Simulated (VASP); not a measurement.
Si3Ge: single point with r2SCAN

Si3Ge:

```
Si Ge
1.0
     3.84882    0.00000    0.00000
     0.00000    3.84882    0.00000
     0.00000    0.00000    5.42828
Si Ge
3 1
Direct
  0.50000 0.00000 0.75488
  0.50000 0.50000 0.00000
  0.00000 0.50000 0.24512
  0.00000 0.00000 0.50000
```

This cell differs from its parent crystal: volume changed by -3%.

```yaml
Program: VASP 6.6.1
Task: single point
Functional: r2SCAN
Potentials_or_basis: VASP PAW PBE potentials, release 64 (Si, Ge_d)
Cutoff: 520 eV
k_mesh: 6 × 6 × 4
Occupations: gaussian, width 0.01 eV
Spin: no spin polarisation
```

The pressure is 2.8 GPa and the largest force is 0.018 eV/Å. The band gap on the k mesh is 0.51 eV, indirect (least direct gap 0.79 eV).

Forces on the atoms (eV/Å):
```
Si   0.000  0.000  0.018
Si   0.000  0.000  0.000
Si   0.000  0.000 -0.018
Ge   0.000  0.000  0.000
```

Levels at points of the mesh, in eV from the valence-band top:
| k point | band 10 | band 11 | band 12 | band 13 | band 14 | band 15 | band 16 | band 17 |
| --- | --- | --- | --- | --- | --- | --- | --- | --- |
| (0.00, 0.00, 0.00) | -3.18 | -0.03 | 0.00 | 0.00 | 0.79 | 0.98 | 2.75 | 2.75 |
| (0.50, 0.00, 0.00) | -4.08 | -4.01 | -1.65 | -1.38 | 2.46 | 2.87 | 5.03 | 5.19 |
| (0.50, 0.50, 0.00) | -3.21 | -3.15 | -3.15 | -3.10 | 0.51 | 0.99 | 0.99 | 1.15 |
| (0.00, 0.00, 0.50) | -2.24 | -2.24 | -1.98 | -1.98 | 1.08 | 1.41 | 3.43 | 3.56 |
| (0.50, 0.00, 0.50) | -1.55 | -1.37 | -1.33 | -1.21 | 1.39 | 1.88 | 3.46 | 3.56 |
| (0.50, 0.50, 0.50) | -4.19 | -4.19 | -4.19 | -4.10 | 4.52 | 4.74 | 4.74 | 4.90 |

Run time: 90 s on 1 thread of Intel(R) Xeon(R) Platinum 8559C (Emerald Rapids), on a shared host, peak memory 0.21 GiB.

Caveat: the PAW data sets were made with another functional, which shifts forces and pressure a little. A k mesh can miss the band edges.
